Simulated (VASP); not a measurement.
Ag, 2 atoms in the cell. Symmetry: Fd-3m, No. 227, cubic system. The conventional cell has a = 6.622 Å, b = 6.622 Å, c = 6.622 Å, α = 90.00°, β = 90.00°, γ = 90.00°. Ag (site symmetry -43m) has 4 Ag at 2.87 Å within 3.8 Å.  This cell differs from its parent crystal: volume scaled by 1.12.

| Item | Value |
| --- | --- |
| Program | VASP 6.6.1 |
| Task | single point |
| Functional | RPBE |
| Potentials or basis | VASP PAW PBE potentials, release 64 (Ag) |
| Cutoff | 520 eV |
| k mesh | 10 × 10 × 10 |
| Occupations | fermi-dirac, width 0.1 eV |
| Spin | no spin polarisation |
| Dipole correction | no |
| Further INCAR settings | ALGO = Normal; EDIFF = 1e-06; NBANDS = 18 |

Potentials or basis: VASP PAW PBE potentials, release 64 (Ag).

Launch:

```console
$ cat potpaw_PBE.64/Ag/POTCAR > POTCAR
$ mpirun -np 1 vasp_std > vasp.out
```

Hardware: 1 thread of Intel Xeon 6975P-C, on a shared host.

Problem. How long does it take, and how much memory?

Solution. It took 51 s on 1 thread of Intel Xeon 6975P-C, with other jobs on the host, peak memory 0.23 GiB. Counts: scf iterations 12, k points 47.
